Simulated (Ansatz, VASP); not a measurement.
## One calculation of Sc4Al, two programs

```
CELL_PARAMETERS angstrom
3.25594 0.00000 0.00000
-1.62797 2.81972 0.00000
0.00000 0.00000 25.31844
ATOMIC_POSITIONS crystal
Sc 0.33333 0.66667 0.65660
Sc 0.33333 0.66667 0.84340
Sc 0.33333 0.66667 0.05141
Sc 0.33333 0.66667 0.44859
Sc 0.66667 0.33333 0.94859
Sc 0.66667 0.33333 0.15660
Sc 0.66667 0.33333 0.34340
Sc 0.66667 0.33333 0.55141
Al 0.33333 0.66667 0.25000
Al 0.66667 0.33333 0.75000
```

Alike in both runs: functional PBE; k mesh 12 × 12 × 2; occupations gaussian, width 0.1 eV; no spin polarisation.

Ansatz relaxed the structure, and its values are those at the end. VASP's run is a single point on that final structure, the one shown.

```csv
,VASP,Ansatz
version,VASP 6.6.1,Ansatz 0.2.0
potentials or method,"VASP PAW PBE potentials, release 64 (Sc_sv, Al), cutoff 520 eV","scalar-relativistic, plane waves, PAW"
valence electrons in the cell,94,94
```

|  | VASP | Ansatz | Ansatz less VASP |
| --- | --- | --- | --- |
| gap on the k mesh at the Fermi level (eV) | none | none | - |
| pressure (GPa) | 0.0 | 0.0 | -0.04 |

A gap of «none» marks a metal or a gap that the smearing closes.
